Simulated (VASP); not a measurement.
# Ge3As2 (P6_3/mmc) in VASP: single point with PBE

Aim: the single point of Ge3As2 with PBE.

All numbers are computed with VASP 6.6.1; they aren't measurements. Logs are shortened: lines on timing, memory, paths and dates and some standing lists are left out, and cuts for length are marked.

## (1) The cell of the first run

Symmetry: P6_3/mmc, No. 194, hexagonal system. Conventional cell: a = 3.805 Å, b = 3.805 Å, c = 18.724 Å, α = 90.00°, β = 90.00°, γ = 120.00°. Ge (site symmetry -3m) has 6 As at 2.89 Å and 8 Ge at 3.26 to 3.80 Å within 3.9 Å. Within 3.4 Å of Ge (site symmetry 3m) lie 3 As at 2.60 Å and 2 Ge at 2.84 to 3.26 Å. As (site symmetry 3m) has 6 Ge at 2.60 to 2.89 Å within 3.4 Å.

## (2) Single point, PBE (atoms taken out)

Input file INCAR:

```
SYSTEM = Ge3As2
  PREC = Accurate
  ENCUT = 520
  EDIFF = 1E-6
  ISMEAR = 0
  SIGMA = 0.1
  LREAL = .FALSE.
  LASPH = .TRUE.
  NELM = 100
  ALGO = Fast
  ISIF = 2
  LWAVE = .FALSE.
  LCHARG = .TRUE.
  GGA = PE
  LELF = .TRUE.
  LVHAR = .TRUE.
  NBANDS = 63
```

Input file KPOINTS:

```
regular mesh
0
G
  12 12 2
  0 0 0
```

Input file POSCAR:

```
Ge3As2
1.0
    3.8045920469      0.0000000000      0.0000000000
   -1.9022960234      3.2948733637      0.0000000000
    0.0000000000      0.0000000000     18.7237231634
Ge As
6 4
Direct
    0.0000000000      0.0000000000      0.0000000000
    0.0000000000      0.0000000000      0.3259538944
    0.0000000000      0.0000000000      0.6740461056
    0.0000000000      0.0000000000      0.1740461056
    0.0000000000      0.0000000000      0.5000000000
    0.0000000000      0.0000000000      0.8259538944
    0.3333333333      0.6666666667      0.0999351675
    0.3333333333      0.6666666667      0.4000648325
    0.6666666667      0.3333333333      0.5999351675
    0.6666666667      0.3333333333      0.9000648325
```

Potentials or basis: VASP PAW PBE potentials, release 64 (Ge_d, As).

On the command line:

```bash
> cat potpaw_PBE.64/Ge_d/POTCAR potpaw_PBE.64/As/POTCAR > POTCAR
> mpirun -np 1 vasp_std > vasp.out
```

OUTCAR:

```text
SYSTEM = Ge3As2
   PREC = Accurate
   ENCUT = 520
   EDIFF = 1E-6
   ISMEAR = 0
   LREAL = .FALSE.
   LASPH = .TRUE.
   NELM = 100
   ISIF = 2
   GGA = PE

 ion  position               nearest neighbor table
   1  0.000  0.000  0.000-   7 2.89  10 2.89  10 2.89   7 2.89  10 2.89   7 2.89
   2  0.000  0.000  0.326-   8 2.60   8 2.60   8 2.60   4 2.84
   3  0.000  0.000  0.674-   9 2.60   9 2.60   9 2.60   6 2.84
   4  0.000  0.000  0.174-   7 2.60   7 2.60   7 2.60   2 2.84
   5  0.000  0.000  0.500-   8 2.89   9 2.89   9 2.89   8 2.89   9 2.89   8 2.89
   6  0.000  0.000  0.826-  10 2.60  10 2.60  10 2.60   3 2.84
   7  0.333  0.667  0.100-   4 2.60   4 2.60   4 2.60   1 2.89   1 2.89   1 2.89
   8  0.333  0.667  0.400-   2 2.60   2 2.60   2 2.60   5 2.89   5 2.89   5 2.89
   9  0.667  0.333  0.600-   3 2.60   3 2.60   3 2.60   5 2.89   5 2.89   5 2.89
  10  0.667  0.333  0.900-   6 2.60   6 2.60   6 2.60   1 2.89   1 2.89   1 2.89

  LATTYP: Found a hexagonal cell.
 ALAT       =     3.8045920469
 C/A-ratio  =     4.9213484475

  Lattice vectors:

 A1 = (   3.8045920469,   0.0000000000,   0.0000000000)
 A2 = (  -1.9022960234,   3.2948733637,   0.0000000000)
 A3 = (   0.0000000000,   0.0000000000,  18.7237231634)

Analysis of symmetry for initial positions (statically):
=====================================================================
 Subroutine PRICEL returns:
 Original cell was already a primitive cell.

 Routine SETGRP: Setting up the symmetry group for a
 hexagonal supercell.

 Subroutine GETGRP returns: Found 24 space group operations
 (whereof 12 operations were pure point group operations)
 out of a pool of 24 trial point group operations.

The static configuration has the point symmetry D_3d.
 The point group associated with its full space group is D_6h.

Analysis of symmetry for dynamics (positions and initial velocities):
=====================================================================
 Subroutine PRICEL returns:
 Original cell was already a primitive cell.

 Routine SETGRP: Setting up the symmetry group for a
 hexagonal supercell.

 Subroutine GETGRP returns: Found 24 space group operations
 (whereof 12 operations were pure point group operations)
 out of a pool of 24 trial point group operations.

The dynamic configuration has the point symmetry D_3d.
 The point group associated with its full space group is D_6h.

 Subroutine INISYM returns: Found 24 space group operations
 (whereof 12 operations are pure point group operations),
 and found     1 'primitive' translations

----------------------------------------------------------------------------------------

                                     Primitive cell

  volume of cell :     234.7140

  direct lattice vectors                    reciprocal lattice vectors
     3.804592047  0.000000000  0.000000000     0.262840270  0.151750901  0.000000000
    -1.902296023  3.294873364  0.000000000     0.000000000  0.303501801  0.000000000
     0.000000000  0.000000000 18.723723163     0.000000000  0.000000000  0.053408181

  length of vectors
     3.804592047  3.804592047 18.723723163     0.303501801  0.303501801  0.053408181

  position of ions in fractional coordinates (direct lattice)
     0.000000000  0.000000000  0.000000000
     0.000000000  0.000000000  0.325953894
     0.000000000  0.000000000  0.674046106
     0.000000000  0.000000000  0.174046106
     0.000000000  0.000000000  0.500000000
     0.000000000  0.000000000  0.825953894
     0.333333333  0.666666667  0.099935167
     0.333333333  0.666666667  0.400064833
     0.666666667  0.333333333  0.599935167
     0.666666667  0.333333333  0.900064833

  ion indices of the primitive-cell ions
   primitive index   ion index
                 1           1
                 2           2
                 3           3
                 4           4
                 5           5
                 6           6
                 7           7
                 8           8
                 9           9
                10          10

----------------------------------------------------------------------------------------

 KPOINTS: regular mesh

Automatic generation of k-mesh.
 Grid dimensions read from file:
 generate k-points for:   12   12    2

 Generating k-lattice:

  Cartesian coordinates                     Fractional coordinates (reciprocal lattice)
     0.021903356  0.012645908  0.000000000     0.083333333  0.000000000  0.000000000
     0.000000000  0.025291817  0.000000000     0.000000000  0.083333333  0.000000000
     0.000000000  0.000000000  0.026704091     0.000000000  0.000000000  0.500000000

  Length of vectors
     0.025291817  0.025291817  0.026704091

  Shift w.r.t. Gamma in fractional coordinates (k-lattice)
     0.000000000  0.000000000  0.000000000

 Subroutine IBZKPT returns following result:
 ===========================================

 Found     38 irreducible k-points:

 Following reciprocal coordinates:
            Coordinates               Weight
  0.000000  0.000000  0.000000      1.000000
  0.083333 -0.000000  0.000000      6.000000
  0.166667 -0.000000  0.000000      6.000000
  0.250000 -0.000000  0.000000      6.000000
  0.333333 -0.000000  0.000000      6.000000
  0.416667 -0.000000  0.000000      6.000000
[... 16 lines left out ...]
  0.250000 -0.000000  0.500000      6.000000
  0.333333 -0.000000  0.500000      6.000000
 [... further k-points ...]
   k-points           NKPTS =     38   k-points in BZ     NKDIM =     38   number of bands    NBANDS=     63
   number of dos      NEDOS =    301   number of ions     NIONS =     10
   total plane-waves  NPLWV = 109760
   dimension x,y,z NGX =    28 NGY =   28 NGZ =  140
   dimension x,y,z NGXF=    56 NGYF=   56 NGZF=  280
   ions per type =               6   4
   NGX,Y,Z   is equivalent  to a cutoff of  12.23, 12.23, 12.43 a.u.
   NGXF,Y,Z  is equivalent  to a cutoff of  24.47, 24.47, 24.86 a.u.
 SYSTEM =  Ge3As2
   PREC   = accura    normal or accurate (medium, high low for compatibility)
   ISTART =      0    job   : 0-new  1-cont  2-samecut
   ICHARG =      2    charge: 1-file 2-atom 10-const
   ISPIN  =      1    spin polarized calculation?
   LNONCOLLINEAR =      F non collinear calculations
   LSORBIT =      F    spin-orbit coupling
   LASPH  =      T    aspherical Exc in radial PAW
   ENCUT  =  520.0 eV  38.22 Ry    6.18 a.u.   7.07  7.07 34.81*2*pi/ulx,y,z
   NELM   =    100;   NELMIN=  2; NELMDL= -5     # of ELM steps
   EDIFF  = 0.1E-05   stopping-criterion for ELM
   LREAL  =      F    real-space projection
   EDIFFG = 0.1E-04   stopping-criterion for IOM
   NSW    =      0    number of steps for IOM
   IBRION =     -1    ionic relax: 0-MD 1-quasi-New 2-CG
   NFREE  =      0    steps in history (QN), initial steepest desc. (CG)
   ISIF   =      2    stress and relaxation
   ISYM   =      2    0-nonsym 1-usesym 2-fastsym
   POTIM  = 0.5000    time-step for ionic-motion
   TEBEG  =    0.0;   TEEND  =   0.0 temperature during run
   PSTRESS=    0.0 pullay stress
   NELECT =     104.0000    total number of electrons
   NUPDOWN=      -1.0000    fix difference up-down
   EMIN   =  10.00;   EMAX   =-10.00  energy-range for DOS
   EFERMI =   0.00;   METHOD = LEGACY
   ISMEAR =     0;   SIGMA  =   0.10  broadening in eV -4-tet -1-fermi 0-gaus
   EFERMI_NEDOS =   21; number of points for ismear=-14 and -15
   IALGO  =     68    algorithm
   IMIX   =      4    mixing-type and parameters
     AMIX     =   0.40;   BMIX     =  1.00
     AMIX_MAG =   1.60;   BMIX_MAG =  1.00
  volume/ion in A,a.u.               =      23.47       158.39
  Fermi-wavevector in a.u.,A,eV,Ry     =   1.248072  2.358514 21.193570  1.557683
  Thomas-Fermi vector in A             =   2.382175
   LORBIT       =      0    0 simple, 1 ext, 2 COOP (PROOUT), +10 PAW based schemes
   GGA     = PE    functional components
   LHFCALC =     F    Hartree Fock is set to
   AEXX    =    0.0000 exact exchange contribution
   IVDW    =     0    specifies the selected vdW correction
   LEPSILON=     F    determine dielectric tensor
   LRPA    =     F    only Hartree local field effects (RPA)
 non-spin polarized calculation
 RMM-DIIS sequential band-by-band and
 Gauss-broadening in eV      SIGMA  =   0.10
  energy-cutoff  :      520.00
  volume of cell :      234.71
 maximum number of plane-waves:      6378
   NGX = 15   NGY = 15   NGZ = 69

 number of electron     103.9999923 magnetization

 Free energy of the ion-electron system (eV)
  ---------------------------------------------------
  ext. energy  EPLUGINS =         0.00000000
  ---------------------------------------------------
  free energy    TOTEN  =       -43.86293800 eV

  energy without entropy =      -43.83666061  energy(sigma->0) =      -43.84979930

 E-fermi :   4.7412     XC(G=0):  -9.7829

 val. band max:        4.7280327196   @ k =   0.3333  -0.0000   0.0000
 cond. band min:       4.7420293709   @ k =   0.3333   0.2500   0.0000
 fundamental gap:      0.0139966513
 Fermi energy:         4.7411718654

 k-point     1 :       0.0000    0.0000    0.0000
  band No.  band energies     occupation
      1     -20.3717      2.00000
      2     -20.3715      2.00000
      3     -20.3641      2.00000
      4     -20.3641      2.00000
      5     -20.3641      2.00000
      6     -20.3641      2.00000
[... 55 lines left out ...]
     62       7.6188      0.00000
     63       7.8174      0.00000

 k-point     2 :       0.0833   -0.0000    0.0000
  band No.  band energies     occupation
      1     -20.3714      2.00000
      2     -20.3712      2.00000
      3     -20.3645      2.00000
      4     -20.3645      2.00000
      5     -20.3642      2.00000
      6     -20.3642      2.00000
[... 1441 lines left out ...]
     62       8.0834      0.00000
     63       8.3272      0.00000

 k-point    24 :       0.3333   -0.0000    0.5000
  band No.  band energies     occupation
      1     -20.3692      2.00000
      2     -20.3692      2.00000
      3     -20.3680      2.00000
      4     -20.3680      2.00000
      5     -20.3648      2.00000
      6     -20.3648      2.00000
[... 55 lines left out ...]
     62       7.7492      0.00000
     63       8.3951      0.00000

 [... further k-points ...]

------------------------ aborting loop because EDIFF is reached ----------------------------------------

  FORCE on cell =-STRESS in cart. coord.  units (eV):
  Direction    XX          YY          ZZ          XY          YZ          ZX
  --------------------------------------------------------------------------------------
  -------------------------------------------------------------------------------------
  Total        0.1281860      0.1281860      0.2080107      0.0000000      0.0000000     -0.0000000
  in kB        0.8750083      0.8750083      1.4198982      0.0000000      0.0000000     -0.0000000
  external PRESSURE =       1.0566383 kB  Pullay stress =       0.0000000 kB

 VOLUME and BASIS-vectors are now :
 -----------------------------------------------------------------------------
  energy-cutoff  :      520.00
  volume of cell :      234.71
      direct lattice vectors                 reciprocal lattice vectors
     3.804592047  0.000000000  0.000000000     0.262840270  0.151750901  0.000000000
    -1.902296023  3.294873364  0.000000000     0.000000000  0.303501801  0.000000000
     0.000000000  0.000000000 18.723723163     0.000000000  0.000000000  0.053408181

 POSITION                                       TOTAL-FORCE (eV/Angst)
 -----------------------------------------------------------------------------------
      0.00000      0.00000      0.00000         0.000000      0.000000      0.000000
      0.00000      0.00000      6.10307        -0.000000     -0.000000     -0.016630
      0.00000      0.00000     12.62065         0.000000      0.000000      0.016630
      0.00000      0.00000      3.25879         0.000000     -0.000000      0.016630
      0.00000      0.00000      9.36186         0.000000      0.000000      0.000000
      0.00000      0.00000     15.46493        -0.000000      0.000000     -0.016630
     -0.00000      2.19658      1.87116         0.000000      0.000000     -0.010034
     -0.00000      2.19658      7.49070         0.000000      0.000000      0.010034
      1.90230      1.09829     11.23302        -0.000000      0.000000     -0.010034
      1.90230      1.09829     16.85256        -0.000000      0.000000      0.010034
 -----------------------------------------------------------------------------------
    total drift:                                0.000000     -0.000000      0.000000

  FREE ENERGIE OF THE ION-ELECTRON SYSTEM (eV)
  ---------------------------------------------------
  free  energy   TOTEN  =       -43.8629380007 eV

  energy  without entropy=      -43.8366606054  energy(sigma->0) =      -43.84979930
```

Wall time 7.5 min (1 thread of AMD EPYC 9R45 (Zen 5), shared host); peak memory 0.53 GiB.

What came out:

```
Free energy            : -43.8629 eV
Pressure               : 0.1 GPa
Largest force          : 0.017 eV/Å
Band gap on the k mesh : zero (bands 52 and 53 overlap by 1.53 eV)
```

Forces on the atoms (eV/Å):
```
Ge   0.000  0.000  0.000
Ge   0.000  0.000 -0.017
Ge   0.000  0.000  0.017
Ge   0.000  0.000  0.017
Ge   0.000  0.000  0.000
Ge   0.000  0.000 -0.017
As   0.000  0.000 -0.010
As   0.000  0.000  0.010
As   0.000  0.000 -0.010
As   0.000  0.000  0.010
```

Caveat: the cell differs from its parent crystal (atoms taken out).
